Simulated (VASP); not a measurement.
# ZnS (F-43m) in VASP: further runs

The runs below take ZnS through single point, with r2SCAN.

Everything below comes from runs of VASP 6.6.1. Logs are shortened: lines on timing, memory, paths and dates and some standing lists are left out, and cuts for length are marked.

**Measured values to compare with.**

From “Electronic, vibrational, and thermodynamic properties of ZnS (zincblende and rocksalt structure)”, 2009, arxiv:0911.5022, for a bulk crystal of ZnS at 19 K: band gap 3.85 eV (direct).

The results are compared with them further down.

### 1 The cell of the first run

It takes space group F-43m (No. 216, cubic). The conventional cell has a = 5.389 Å, b = 5.389 Å, c = 5.389 Å, α = 90.00°, β = 90.00°, γ = 90.00°. Within 3.1 Å of Zn (site symmetry -43m) lie 4 S at 2.33 Å. Within 3.1 Å of S (site symmetry -43m) lie 4 Zn at 2.33 Å.

### 2 Single point, r2SCAN

POSCAR

```
ZnS
1.0
    0.0000000000      2.6945314214      2.6945314214
    2.6945314214      0.0000000000      2.6945314214
    2.6945314214      2.6945314214      0.0000000000
Zn S
1 1
Direct
    0.2500000000      0.2500000000      0.2500000000
    0.0000000000      0.0000000000      0.0000000000
```

INCAR.step1

```
SYSTEM = ZnS
ALGO     = Normal         ! electronic algorithm
EDIFF    = 1E-4           ! SCF threshold, eV
ENCUT    = 520            ! plane-wave cutoff, eV
GGA      = PE             ! functional
ISMEAR   = 0              ! smearing method
LASPH    = .TRUE.         ! aspherical terms in the spheres
LCHARG   = .FALSE.        ! write CHGCAR
LREAL    = .FALSE.        ! projectors in reciprocal space
LWAVE    = .TRUE.         ! write WAVECAR
NBANDS   = 16             ! bands
NELM     = 60             ! most SCF steps
PREC     = Accurate       ! precision mode
SIGMA    = 0.02           ! smearing width, eV
```

INCAR.step2

```
SYSTEM = ZnS
ALGO     = Normal         ! electronic algorithm
EDIFF    = 1E-6           ! SCF threshold, eV
ENCUT    = 520            ! plane-wave cutoff, eV
ISIF     = 2              ! what is computed and relaxed
ISMEAR   = 0              ! smearing method
ISTART   = 1            
LASPH    = .TRUE.         ! aspherical terms in the spheres
LCHARG   = .TRUE.         ! write CHGCAR
LELF     = .TRUE.         ! ELF
LMIXTAU  = .TRUE.       
LREAL    = .FALSE.        ! projectors in reciprocal space
LVHAR    = .TRUE.       
LWAVE    = .FALSE.        ! write WAVECAR
METAGGA  = R2SCAN         ! meta-GGA
NBANDS   = 16             ! bands
NELM     = 60             ! most SCF steps
PREC     = Accurate       ! precision mode
SIGMA    = 0.02           ! smearing width, eV
```

KPOINTS

```
k-points
0
G
  8 8 8
  0 0 0
```

Potentials or basis: VASP PAW PBE potentials, release 64 (Zn, S).

Command:

```console
cat potpaw_PBE.64/Zn/POTCAR potpaw_PBE.64/S/POTCAR > POTCAR
cp INCAR.step1 INCAR
mpirun -np 1 vasp_std > vasp.out
cp INCAR.step2 INCAR
mpirun -np 1 vasp_std > vasp.out
```

OUTCAR:

```text
SYSTEM = ZnS
   EDIFF = 1E-6
   ENCUT = 520
   ISIF = 2
   ISMEAR = 0
   ISTART = 1
   LASPH = .TRUE.
   LREAL = .FALSE.
   METAGGA = R2SCAN
   NELM = 60
   PREC = Accurate

 ion  position               nearest neighbor table
   1  0.250  0.250  0.250-   2 2.33   2 2.33   2 2.33   2 2.33
   2  0.000  0.000  0.000-   1 2.33   1 2.33   1 2.33   1 2.33

  LATTYP: Found a face centered cubic cell.
 ALAT       =     5.3890628428

  Lattice vectors:

 A1 = (   0.0000000000,   2.6945314214,   2.6945314214)
 A2 = (   2.6945314214,   0.0000000000,   2.6945314214)
 A3 = (   2.6945314214,   2.6945314214,   0.0000000000)

Analysis of symmetry for initial positions (statically):
=====================================================================
 Subroutine PRICEL returns:
 Original cell was already a primitive cell.

 Routine SETGRP: Setting up the symmetry group for a
 face centered cubic supercell.

 Subroutine GETGRP returns: Found 24 space group operations
 (whereof 24 operations were pure point group operations)
 out of a pool of 48 trial point group operations.

The static configuration has the point symmetry T_d .

Analysis of symmetry for dynamics (positions and initial velocities):
=====================================================================
 Subroutine PRICEL returns:
 Original cell was already a primitive cell.

 Routine SETGRP: Setting up the symmetry group for a
 face centered cubic supercell.

 Subroutine GETGRP returns: Found 24 space group operations
 (whereof 24 operations were pure point group operations)
 out of a pool of 48 trial point group operations.

The dynamic configuration has the point symmetry T_d .

 Subroutine INISYM returns: Found 24 space group operations
 (whereof 24 operations are pure point group operations),
 and found     1 'primitive' translations

----------------------------------------------------------------------------------------

                                     Primitive cell

  volume of cell :      39.1273

  direct lattice vectors                    reciprocal lattice vectors
     0.000000000  2.694531421  2.694531421    -0.185561020  0.185561020  0.185561020
     2.694531421  0.000000000  2.694531421     0.185561020 -0.185561020  0.185561020
     2.694531421  2.694531421  0.000000000     0.185561020  0.185561020 -0.185561020

  length of vectors
     3.810642880  3.810642880  3.810642880     0.321401115  0.321401115  0.321401115

  position of ions in fractional coordinates (direct lattice)
     0.250000000  0.250000000  0.250000000
     0.000000000  0.000000000  0.000000000

  ion indices of the primitive-cell ions
   primitive index   ion index
                 1           1
                 2           2

----------------------------------------------------------------------------------------

 KPOINTS: k-points

Automatic generation of k-mesh.
 Grid dimensions read from file:
 generate k-points for:    8    8    8

 Generating k-lattice:

  Cartesian coordinates                     Fractional coordinates (reciprocal lattice)
    -0.023195128  0.023195128  0.023195128     0.125000000  0.000000000  0.000000000
     0.023195128 -0.023195128  0.023195128     0.000000000  0.125000000  0.000000000
     0.023195128  0.023195128 -0.023195128     0.000000000  0.000000000  0.125000000

  Length of vectors
     0.040175139  0.040175139  0.040175139

  Shift w.r.t. Gamma in fractional coordinates (k-lattice)
     0.000000000  0.000000000  0.000000000

 Subroutine IBZKPT returns following result:
 ===========================================

 Found     29 irreducible k-points:

 Following reciprocal coordinates:
            Coordinates               Weight
  0.000000  0.000000  0.000000      1.000000
  0.125000  0.000000  0.000000      8.000000
  0.250000  0.000000  0.000000      8.000000
  0.375000  0.000000  0.000000      8.000000
  0.500000  0.000000  0.000000      4.000000
  0.125000  0.125000  0.000000      6.000000
[... 16 lines left out ...]
  0.500000  0.250000  0.125000     48.000000
 -0.375000  0.250000  0.125000     24.000000
 [... further k-points ...]
   k-points           NKPTS =     29   k-points in BZ     NKDIM =     29   number of bands    NBANDS=     16
   number of dos      NEDOS =    301   number of ions     NIONS =      2
   total plane-waves  NPLWV =  21952
   dimension x,y,z NGX =    28 NGY =   28 NGZ =   28
   dimension x,y,z NGXF=    56 NGYF=   56 NGZF=   56
   ions per type =               1   1
   NGX,Y,Z   is equivalent  to a cutoff of  12.22, 12.22, 12.22 a.u.
   NGXF,Y,Z  is equivalent  to a cutoff of  24.43, 24.43, 24.43 a.u.
 SYSTEM =  ZnS
   PREC   = accura    normal or accurate (medium, high low for compatibility)
   ISTART =      1    job   : 0-new  1-cont  2-samecut
   ICHARG =      0    charge: 1-file 2-atom 10-const
   ISPIN  =      1    spin polarized calculation?
   LNONCOLLINEAR =      F non collinear calculations
   LSORBIT =      F    spin-orbit coupling
   LASPH  =      T    aspherical Exc in radial PAW
   ENCUT  =  520.0 eV  38.22 Ry    6.18 a.u.   7.09  7.09  7.09*2*pi/ulx,y,z
   NELM   =     60;   NELMIN=  2; NELMDL=  0     # of ELM steps
   EDIFF  = 0.1E-05   stopping-criterion for ELM
   LREAL  =      F    real-space projection
   EDIFFG = 0.1E-04   stopping-criterion for IOM
   NSW    =      0    number of steps for IOM
   IBRION =     -1    ionic relax: 0-MD 1-quasi-New 2-CG
   NFREE  =      0    steps in history (QN), initial steepest desc. (CG)
   ISIF   =      2    stress and relaxation
   ISYM   =      2    0-nonsym 1-usesym 2-fastsym
   POTIM  = 0.5000    time-step for ionic-motion
   TEBEG  =    0.0;   TEEND  =   0.0 temperature during run
   PSTRESS=    0.0 pullay stress
   NELECT =      18.0000    total number of electrons
   NUPDOWN=      -1.0000    fix difference up-down
   EMIN   =  10.00;   EMAX   =-10.00  energy-range for DOS
   EFERMI =   0.00;   METHOD = LEGACY
   ISMEAR =     0;   SIGMA  =   0.02  broadening in eV -4-tet -1-fermi 0-gaus
   EFERMI_NEDOS =   21; number of points for ismear=-14 and -15
   IALGO  =     38    algorithm
   IMIX   =      4    mixing-type and parameters
     AMIX     =   0.40;   BMIX     =  1.00
     AMIX_MAG =   1.60;   BMIX_MAG =  1.00
  volume/ion in A,a.u.               =      19.56       132.02
  Fermi-wavevector in a.u.,A,eV,Ry     =   1.263783  2.388203 21.730501  1.597147
  Thomas-Fermi vector in A             =   2.397122
   LORBIT       =      0    0 simple, 1 ext, 2 COOP (PROOUT), +10 PAW based schemes
   METAGGA = R2SCAN    functional components
   LHFCALC =     F    Hartree Fock is set to
   AEXX    =    0.0000 exact exchange contribution
   IVDW    =     0    specifies the selected vdW correction
   LEPSILON=     F    determine dielectric tensor
   LRPA    =     F    only Hartree local field effects (RPA)
 non-spin polarized calculation
 Gauss-broadening in eV      SIGMA  =   0.02
  energy-cutoff  :      520.00
  volume of cell :       39.13
 maximum number of plane-waves:      1067
   NGX = 15   NGY = 15   NGZ = 15

 number of electron      18.0000006 magnetization

 Free energy of the ion-electron system (eV)
  ---------------------------------------------------
  ext. energy  EPLUGINS =         0.00000000
  ---------------------------------------------------
  free energy    TOTEN  =       -18.86623113 eV

  energy without entropy =      -18.86623113  energy(sigma->0) =      -18.86623113

 E-fermi :   2.0773     XC(G=0): -10.3263

 val. band max:        1.9091861575   @ k =   0.0000   0.0000   0.0000
 cond. band min:       4.6225265390   @ k =   0.0000   0.0000   0.0000
 fundamental gap:      2.7133403815
 Fermi energy:         2.0773260211

 k-point     1 :       0.0000    0.0000    0.0000
  band No.  band energies     occupation
      1     -11.8261      2.00000
      2      -4.6236      2.00000
      3      -4.6236      2.00000
      4      -4.6235      2.00000
      5      -4.0669      2.00000
      6      -4.0669      2.00000
[... 8 lines left out ...]
     15      14.2229      0.00000
     16      14.4992      0.00000

 k-point     2 :       0.1250    0.0000    0.0000
  band No.  band energies     occupation
      1     -11.7050      2.00000
      2      -4.6205      2.00000
      3      -4.6010      2.00000
      4      -4.6010      2.00000
      5      -4.0685      2.00000
      6      -4.0685      2.00000
[... 8 lines left out ...]
     15      13.6090      0.00000
     16      15.2990      0.00000

 k-point     3 :       0.2500    0.0000    0.0000
  band No.  band energies     occupation
      1     -11.3887      2.00000
      2      -4.5670      2.00000
      3      -4.5509      2.00000
      4      -4.5509      2.00000
      5      -4.0653      2.00000
      6      -4.0653      2.00000
[... 8 lines left out ...]
     15      13.4188      0.00000
     16      14.7277      0.00000

 k-point     4 :       0.3750    0.0000    0.0000
  band No.  band energies     occupation
      1     -11.0300      2.00000
      2      -4.5100      2.00000
      3      -4.5099      2.00000
      4      -4.3354      2.00000
      5      -4.0487      2.00000
      6      -4.0486      2.00000
[... 8 lines left out ...]
     15      14.6109      0.00000
     16      14.6110      0.00000
[... 324 lines left out ...]
 k-point    22 :       0.3750    0.2500    0.1250
  band No.  band energies     occupation
      1     -11.1408      2.00000
      2      -4.5907      2.00000
      3      -4.4796      2.00000
      4      -4.4520      2.00000
      5      -4.0907      2.00000
      6      -4.0277      2.00000
[... 8 lines left out ...]
     15      15.3656      0.00000
     16      17.7539      0.00000

 k-point    23 :       0.5000    0.2500    0.1250
  band No.  band energies     occupation
      1     -10.8409      2.00000
      2      -4.4990      2.00000
      3      -4.4441      2.00000
      4      -4.2871      2.00000
      5      -4.0492      2.00000
      6      -3.9977      2.00000
[... 8 lines left out ...]
     15      16.4683      0.00000
     16      16.9851      0.00000

 k-point    24 :      -0.3750    0.2500    0.1250
  band No.  band energies     occupation
      1     -10.7067      2.00000
      2      -4.4811      2.00000
      3      -4.4216      2.00000
      4      -4.1276      2.00000
      5      -4.0556      2.00000
      6      -3.7976      2.00000
[... 8 lines left out ...]
     15      16.0910      0.00000
     16      16.9602      0.00000

 [... further k-points ...]
[... 5 lines left out ...]
  --------------------------------------------------------------------------------------
  -------------------------------------------------------------------------------------
  Total        0.0006706      0.0006706      0.0006706      0.0000000      0.0000000      0.0000000
  in kB        0.0274609      0.0274609      0.0274609      0.0000000      0.0000000      0.0000000
  external PRESSURE =       0.0274609 kB  Pullay stress =       0.0000000 kB

 VOLUME and BASIS-vectors are now :
 -----------------------------------------------------------------------------
  energy-cutoff  :      520.00
  volume of cell :       39.13
      direct lattice vectors                 reciprocal lattice vectors
     0.000000000  2.694531421  2.694531421    -0.185561020  0.185561020  0.185561020
     2.694531421  0.000000000  2.694531421     0.185561020 -0.185561020  0.185561020
     2.694531421  2.694531421  0.000000000     0.185561020  0.185561020 -0.185561020

 POSITION                                       TOTAL-FORCE (eV/Angst)
 -----------------------------------------------------------------------------------
      1.34727      1.34727      1.34727        -0.000000      0.000000     -0.000000
      0.00000      0.00000      0.00000         0.000000     -0.000000      0.000000
 -----------------------------------------------------------------------------------
    total drift:                               -0.000011     -0.000011     -0.000011

  FREE ENERGIE OF THE ION-ELECTRON SYSTEM (eV)
  ---------------------------------------------------
  free  energy   TOTEN  =       -18.8662311320 eV

  energy  without entropy=      -18.8662311320  energy(sigma->0) =      -18.86623113
```

Run time: 43 s. Hardware: 1 thread of Intel Xeon Platinum 8488C (Sapphire Rapids), shared host; peak memory 0.16 GiB.

What came out:

| Quantity | Value |
| --- | --- |
| Free energy | -18.8662 eV |
| Pressure | 0.0 GPa |
| Band gap on the k mesh | 2.71 eV |

Levels at points of the mesh, in eV from the valence-band top:
| k point | band 6 | band 7 | band 8 | band 9 | band 10 | band 11 | band 12 | band 13 |
| --- | --- | --- | --- | --- | --- | --- | --- | --- |
| (0.00, 0.00, 0.00) | -5.98 | 0.00 | 0.00 | 0.00 | 2.71 | 6.90 | 6.90 | 6.90 |
| (0.50, 0.00, 0.00) | -5.78 | -5.45 | -0.90 | -0.90 | 3.83 | 7.39 | 7.39 | 9.45 |
| (0.50, 0.50, 0.00) | -5.76 | -4.65 | -2.31 | -2.31 | 3.71 | 4.48 | 11.83 | 12.88 |

Caveat: the PAW data sets were made with another functional, which shifts forces and pressure a little.

[end of part 1 of 2]
